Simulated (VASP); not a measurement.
Crystal: ScGa2As3.

```
Sc Ga As
1.0
     5.77500   -3.33500    0.00000
     5.77500    3.33500    0.00000
     0.00000    0.00000    6.29000
Sc Ga As
2 4 6
Direct
  0.83330 0.16670 0.50000
  0.16670 0.83330 0.00000
  0.16660 0.50000 0.50000
  0.50000 0.83340 0.50000
  0.50000 0.16660 0.00000
  0.83340 0.50000 0.00000
  0.83340 0.50000 0.61500
  0.50000 0.16660 0.61500
  0.16670 0.83330 0.62500
  0.50000 0.83340 0.11500
  0.16660 0.50000 0.11500
  0.83330 0.16670 0.12500
```

```yaml
Program: VASP 6.6.1
Task: relaxation of cell and atoms
Functional: PBE
Potentials_or_basis: VASP PAW PBE potentials, release 64 (Sc_sv, Ga_d, As)
Cutoff: 600 eV
k_mesh: 3 × 3 × 3
Occupations: gaussian, width 0.2 eV
Spin: no spin polarisation
```

At the start: pressure 24.2 GPa; volume 20.19 Å³/atom.

Task: How do energy, volume and symmetry change on relaxing?

Result: Over 9 steps the energy falls by 403.1 meV/atom and the volume is 25.51 Å³/atom (+26.3 %); space group Cmc2_1 (No. 36, to 0.1 Å) before and after.

Step by step:
```csv
step,energy change (eV),largest force (eV/Å),pressure (GPa),volume (Å³)
1,0.0000,2.3179,24.16,242.29
2,-3.2965,0.3224,-6.78,365.39
3,-4.6643,0.7929,-0.52,311.29
4,-4.6639,0.8151,-0.23,309.80
5,-4.7524,0.4652,-0.10,308.20
6,-4.8075,0.2169,0.24,305.47
7,-4.8327,0.1237,-0.07,306.64
8,-4.8329,0.1230,-0.06,306.54
9,-4.8369,0.0438,0.02,306.11
```

Final structure:
```
Sc Ga As
1.0
     6.30131   -3.63040    0.00000
     6.30131    3.63040    0.00000
     0.00000    0.00000    6.69060
Sc Ga As
2 4 6
Direct
  0.83181 0.16819 0.50533
  0.16819 0.83181 0.00533
  0.16582 0.49465 0.49649
  0.50535 0.83418 0.49649
  0.49465 0.16582 0.99649
  0.83418 0.50535 0.99649
  0.83299 0.51784 0.62448
  0.48216 0.16701 0.62448
  0.18571 0.81429 0.60773
  0.51784 0.83299 0.12448
  0.16701 0.48216 0.12448
  0.81429 0.18571 0.10773
```

Caveat: the volume moved by over 15 % at a fixed basis, so the end points are rough; the relaxation stopped at a loose force limit of 0.08 eV/Å, so its end isn't a converged minimum.
